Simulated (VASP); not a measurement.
# MnO (Fm-3m) in VASP: relaxation of cell and atoms with PBE

Aim: the relaxation of cell and atoms of MnO with PBE.

Everything below comes from runs of VASP 6.6.1. Logs are shortened: lines on timing, memory, paths and dates and some standing lists are left out, and cuts for length are marked.

## (1) The cell of the first run

Symmetry: Fm-3m, No. 225, cubic system. Conventional cell: a = 3.721 Å, b = 3.721 Å, c = 3.721 Å, α = 90.00°, β = 90.00°, γ = 90.00°. Within 2.5 Å of Mn (site symmetry m-3m) lie 6 O at 1.86 Å. Within 2.5 Å of O (site symmetry m-3m) lie 6 Mn at 1.86 Å.

## (2) Relaxation of cell and atoms, PBE, collinear spin, ferromagnetic start

Input file INCAR:

```
SYSTEM = MnO
ALGO = Normal ; EDIFF = 1E-6
EDIFFG = -0.01 ; ENCUT = 600
GGA = PE ; IBRION = 2
ISIF = 3 ; ISMEAR = -1
ISPIN = 2 ; LASPH = .TRUE.
LCHARG = .FALSE. ; LMAXMIX = 4
LORBIT = 11 ; LREAL = .FALSE.
LWAVE = .FALSE. ; MAGMOM = 2.6 0
NELM = 150 ; NSW = 80
PREC = Accurate ; SIGMA = 0.1
```

Input file KPOINTS:

```
k-points
0
G
  15 15 15
  0 0 0
```

Input file POSCAR:

```
MnO
1.0
    0.0000000000      1.8606000000      1.8606000000
    1.8606000000      0.0000000000      1.8606000000
    1.8606000000      1.8606000000      0.0000000000
Mn O
1 1
Direct
    0.0000000000      0.0000000000      0.0000000000
    0.5000000000      0.5000000000      0.5000000000
```

Potentials or basis: VASP PAW PBE potentials, release 64 (Mn_pv, O).

Launch:

```
cat potpaw_PBE.64/Mn_pv/POTCAR potpaw_PBE.64/O/POTCAR > POTCAR
mpirun -np 1 vasp_std > vasp.out
```

OUTCAR:

```text
SYSTEM = MnO
   EDIFF = 1E-6
   EDIFFG = -0.01
   ENCUT = 600
   GGA = PE
   IBRION = 2
   ISIF = 3
   ISMEAR = -1
   ISPIN = 2
   LASPH = .TRUE.
   LORBIT = 11
   LREAL = .FALSE.
   NELM = 150
   NSW = 80
   PREC = Accurate

 ion  position               nearest neighbor table
   1  0.000  0.000  0.000-   2 1.86   2 1.86   2 1.86   2 1.86   2 1.86   2 1.86
   2  0.500  0.500  0.500-   1 1.86   1 1.86   1 1.86   1 1.86   1 1.86   1 1.86

  LATTYP: Found a face centered cubic cell.
 ALAT       =     3.7212000000

  Lattice vectors:

 A1 = (   0.0000000000,   1.8606000000,   1.8606000000)
 A2 = (   1.8606000000,   0.0000000000,   1.8606000000)
 A3 = (   1.8606000000,   1.8606000000,   0.0000000000)

Analysis of symmetry for initial positions (statically):
=====================================================================
 Subroutine PRICEL returns:
 Original cell was already a primitive cell.

 Routine SETGRP: Setting up the symmetry group for a
 face centered cubic supercell.

 Subroutine GETGRP returns: Found 48 space group operations
 (whereof 48 operations were pure point group operations)
 out of a pool of 48 trial point group operations.

The static configuration has the point symmetry O_h .

Analysis of symmetry for dynamics (positions and initial velocities):
=====================================================================
 Subroutine PRICEL returns:
 Original cell was already a primitive cell.

 Routine SETGRP: Setting up the symmetry group for a
 face centered cubic supercell.

 Subroutine GETGRP returns: Found 48 space group operations
 (whereof 48 operations were pure point group operations)
 out of a pool of 48 trial point group operations.

The dynamic configuration has the point symmetry O_h .

Analysis of structural, dynamic, and magnetic symmetry:
=====================================================================
 Subroutine PRICEL returns:
 Original cell was already a primitive cell.

 Routine SETGRP: Setting up the symmetry group for a
 face centered cubic supercell.

 Subroutine GETGRP returns: Found 48 space group operations
 (whereof 48 operations were pure point group operations)
 out of a pool of 48 trial point group operations.

The overall configuration has the point symmetry O_h .

 Subroutine INISYM returns: Found 48 space group operations
 (whereof 48 operations are pure point group operations),
 and found     1 'primitive' translations

----------------------------------------------------------------------------------------

                                     Primitive cell

  volume of cell :      12.8822

  direct lattice vectors                    reciprocal lattice vectors
     0.000000000  1.860600000  1.860600000    -0.268730517  0.268730517  0.268730517
     1.860600000  0.000000000  1.860600000     0.268730517 -0.268730517  0.268730517
     1.860600000  1.860600000  0.000000000     0.268730517  0.268730517 -0.268730517

  length of vectors
     2.631285754  2.631285754  2.631285754     0.465454909  0.465454909  0.465454909

  position of ions in fractional coordinates (direct lattice)
     0.000000000  0.000000000  0.000000000
     0.500000000  0.500000000  0.500000000

  ion indices of the primitive-cell ions
   primitive index   ion index
                 1           1
                 2           2

----------------------------------------------------------------------------------------

 KPOINTS: k-points

Automatic generation of k-mesh.
 Grid dimensions read from file:
 generate k-points for:   15   15   15

 Generating k-lattice:

  Cartesian coordinates                     Fractional coordinates (reciprocal lattice)
    -0.017915368  0.017915368  0.017915368     0.066666667  0.000000000  0.000000000
     0.017915368 -0.017915368  0.017915368     0.000000000  0.066666667  0.000000000
     0.017915368  0.017915368 -0.017915368     0.000000000  0.000000000  0.066666667

  Length of vectors
     0.031030327  0.031030327  0.031030327

  Shift w.r.t. Gamma in fractional coordinates (k-lattice)
     0.000000000  0.000000000  0.000000000

 Subroutine IBZKPT returns following result:
 ===========================================

 Found    120 irreducible k-points:

 Following reciprocal coordinates:
            Coordinates               Weight
  0.000000  0.000000  0.000000      1.000000
  0.066667  0.000000  0.000000      8.000000
  0.133333  0.000000  0.000000      8.000000
  0.200000  0.000000  0.000000      8.000000
  0.266667  0.000000  0.000000      8.000000
  0.333333  0.000000  0.000000      8.000000
[... 16 lines left out ...]
  0.133333  0.133333  0.000000      6.000000
  0.200000  0.133333  0.000000     24.000000
 [... further k-points ...]
   k-points           NKPTS =    120   k-points in BZ     NKDIM =    120   number of bands    NBANDS=     14
   number of dos      NEDOS =    301   number of ions     NIONS =      2
   total plane-waves  NPLWV =  13824
   dimension x,y,z NGX =    24 NGY =   24 NGZ =   24
   dimension x,y,z NGXF=    48 NGYF=   48 NGZF=   48
   ions per type =               1   1
   NGX,Y,Z   is equivalent  to a cutoff of  15.16, 15.16, 15.16 a.u.
   NGXF,Y,Z  is equivalent  to a cutoff of  30.33, 30.33, 30.33 a.u.
 SYSTEM =  MnO
   PREC   = accura    normal or accurate (medium, high low for compatibility)
   ISTART =      0    job   : 0-new  1-cont  2-samecut
   ICHARG =      2    charge: 1-file 2-atom 10-const
   ISPIN  =      2    spin polarized calculation?
   LNONCOLLINEAR =      F non collinear calculations
   LSORBIT =      F    spin-orbit coupling
   LASPH  =      T    aspherical Exc in radial PAW
   ENCUT  =  600.0 eV  44.10 Ry    6.64 a.u.   5.26  5.26  5.26*2*pi/ulx,y,z
   NELM   =    150;   NELMIN=  2; NELMDL= -5     # of ELM steps
   EDIFF  = 0.1E-05   stopping-criterion for ELM
   LREAL  =      F    real-space projection
   EDIFFG = -.1E-01   stopping-criterion for IOM
   NSW    =     80    number of steps for IOM
   IBRION =      2    ionic relax: 0-MD 1-quasi-New 2-CG
   NFREE  =      1    steps in history (QN), initial steepest desc. (CG)
   ISIF   =      3    stress and relaxation
   ISYM   =      2    0-nonsym 1-usesym 2-fastsym
   POTIM  = 0.5000    time-step for ionic-motion
   TEBEG  =    0.0;   TEEND  =   0.0 temperature during run
   PSTRESS=    0.0 pullay stress
   NELECT =      19.0000    total number of electrons
   NUPDOWN=      -1.0000    fix difference up-down
   EMIN   =  10.00;   EMAX   =-10.00  energy-range for DOS
   EFERMI =   0.00;   METHOD = LEGACY
   ISMEAR =    -1;   SIGMA  =   0.10  broadening in eV -4-tet -1-fermi 0-gaus
   EFERMI_NEDOS =   21; number of points for ismear=-14 and -15
   IALGO  =     38    algorithm
   IMIX   =      4    mixing-type and parameters
     AMIX     =   0.40;   BMIX     =  1.00
     AMIX_MAG =   1.60;   BMIX_MAG =  1.00
  volume/ion in A,a.u.               =       6.44        43.47
  Fermi-wavevector in a.u.,A,eV,Ry     =   1.863501  3.521507 47.248092  3.472637
  Thomas-Fermi vector in A             =   2.910843
   LORBIT       =     11    0 simple, 1 ext, 2 COOP (PROOUT), +10 PAW based schemes
   GGA     = PE    functional components
   LHFCALC =     F    Hartree Fock is set to
   AEXX    =    0.0000 exact exchange contribution
   IVDW    =     0    specifies the selected vdW correction
   LEPSILON=     F    determine dielectric tensor
   LRPA    =     F    only Hartree local field effects (RPA)
 conjugate gradient relaxation of ions
 spin polarized calculation
  energy-cutoff  :      600.00
  volume of cell :       12.88
 maximum number of plane-waves:       444
 NGX is ok and might be reduce to    24
   NGX = 11   NGY = 11   NGZ = 11

--------------------------------------- Ionic step        1  -------------------------------------------

 number of electron      19.0000004 magnetization       1.9067754

 Free energy of the ion-electron system (eV)
  ---------------------------------------------------
  ext. energy  EPLUGINS =         0.00000000
  ---------------------------------------------------
  free energy    TOTEN  =       -13.61040610 eV

  energy without entropy =      -13.56012328  energy(sigma->0) =      -13.58526469

 E-fermi :  15.6747     XC(G=0): -15.2782

 val. band max:       15.6731047000   @ k =  -0.3333   0.4667   0.2000
 cond. band min:      15.6804817049   @ k =  -0.2667   0.2000   0.0000
 fundamental gap:      0.0073770049
 Fermi energy:        15.6746555111

 spin component 1

 k-point     1 :       0.0000    0.0000    0.0000
  band No.  band energies     occupation
      1     -34.1015      1.00000
      2     -34.1015      1.00000
      3     -34.1015      1.00000
      4     -10.0597      1.00000
      5       9.1247      1.00000
      6       9.1247      1.00000
      7       9.1247      1.00000
      8      11.7095      1.00000
      9      11.7095      1.00000
     10      11.7097      1.00000
[... 1743 lines left out ...]
  energy  without entropy=      -16.3282101231  energy(sigma->0) =      -16.34398090

--------------------------------------- Ionic step        4  -------------------------------------------

 number of electron      18.9999999 magnetization      -4.6758370

 Free energy of the ion-electron system (eV)
  ---------------------------------------------------
  ext. energy  EPLUGINS =         0.00000000
  ---------------------------------------------------
  free energy    TOTEN  =       -16.36232423 eV

  energy without entropy =      -16.33182265  energy(sigma->0) =      -16.34707344

 E-fermi :   7.9096     XC(G=0): -12.0234

 val. band max:        7.9079470079   @ k =   0.2000   0.2000   0.0000
 cond. band min:       7.9133186014   @ k =   0.4000   0.2667   0.0667
 fundamental gap:      0.0053715935
 Fermi energy:         7.9095500494

 spin component 1

 k-point     1 :       0.0000    0.0000    0.0000
  band No.  band energies     occupation
      1     -37.8800      1.00000
      2     -37.8799      1.00000
      3     -37.8799      1.00000
      4     -12.2035      1.00000
      5       4.3685      1.00000
      6       4.3685      1.00000
      7       4.3685      1.00000
      8       8.5266      0.00209
      9       8.5266      0.00209
     10       8.5266      0.00209
[... 836 lines left out ...]
  FREE ENERGIE OF THE ION-ELECTRON SYSTEM (eV)
  ---------------------------------------------------
  free  energy   TOTEN  =       -16.3623242289 eV

  energy  without entropy=      -16.3318226484  energy(sigma->0) =      -16.34707344

 reached required accuracy - stopping structural energy minimisation

 total charge

# of ion       s       p       d       tot
------------------------------------------
    1        0.207   6.185   4.992  11.384
    2        1.577   3.430   0.000   5.007
--------------------------------------------------
tot          1.784   9.615   4.992  16.391

 magnetization (x)

# of ion       s       p       d       tot
------------------------------------------
    1       -0.034  -0.026  -4.200  -4.259
    2       -0.031  -0.164   0.000  -0.195
--------------------------------------------------
tot         -0.065  -0.190  -4.200  -4.454
```

Run time: 1.8 min. Hardware: 1 thread of AMD EPYC 9R45 (Zen 5), shared host; peak memory 0.16 GiB.

What came out:

```
Free energy                                           : -16.3623 eV
Relaxed volume                                        : 10.69 Å³/atom
Relaxed cell                                          : a = 3.115 Å, b = 3.115 Å, c = 3.115 Å, α = 60.00°, β = 60.00°, γ = 60.00°
Space group after relaxing (to 0.1 Å)                 : Fm-3m (No. 225)
Energy gained by relaxing                             : 1376.0 meV/atom
Ionic steps                                           : 4
Pressure after relaxing                               : 0.0 GPa
Net moment                                            : -4.68 μB per cell
Site moments                                          : Mn -4.26; O -0.20 μB
Valence electrons inside the program's atomic spheres : Mn 11.38; O 5.01
```

The path:
```
step  energy change (eV)  largest force (eV/Å)  pressure (GPa)  volume (Å³)
   1              0.0000                0.0000          157.73        12.88
   2             -1.9302                0.0000          -31.67        28.69
   3             -2.7493                0.0000            2.35        21.02
   4             -2.7519                0.0000            0.04        21.37
```

Final structure:
```yaml
crystal:
  lattice:
    - [0.00000, 2.20266, 2.20266]
    - [2.20266, 0.00000, 2.20266]
    - [2.20266, 2.20266, 0.00000]
  atoms:
    - { symbol: Mn, position: [0.00000, 0.00000, 0.00000] }
    - { symbol: O, position: [0.50000, 0.50000, 0.50000] }
```

Levels at points of the mesh, in eV from the Fermi level:
Spin up:
| k point | band 5 | band 6 | band 7 | band 8 | band 9 | band 10 |
| --- | --- | --- | --- | --- | --- | --- |
| (0.00, 0.00, 0.00) | -3.54 | -3.54 | -3.54 | 0.62 | 0.62 | 0.62 |
Spin down:
| k point | band 10 | band 11 | band 12 | band 13 | band 14 |
| --- | --- | --- | --- | --- | --- |
| (0.00, 0.00, 0.00) | -3.26 | -2.71 | -2.71 | -0.42 | 16.54 |

Caveat: the volume moved by over 15 % at a fixed basis, so the end points are rough; a cell with one magnetic atom can't hold antiferromagnetic order, which such compounds often take; semilocal functionals often make such compounds metallic where correlation or magnetic order opens a gap, which also shifts bond lengths.
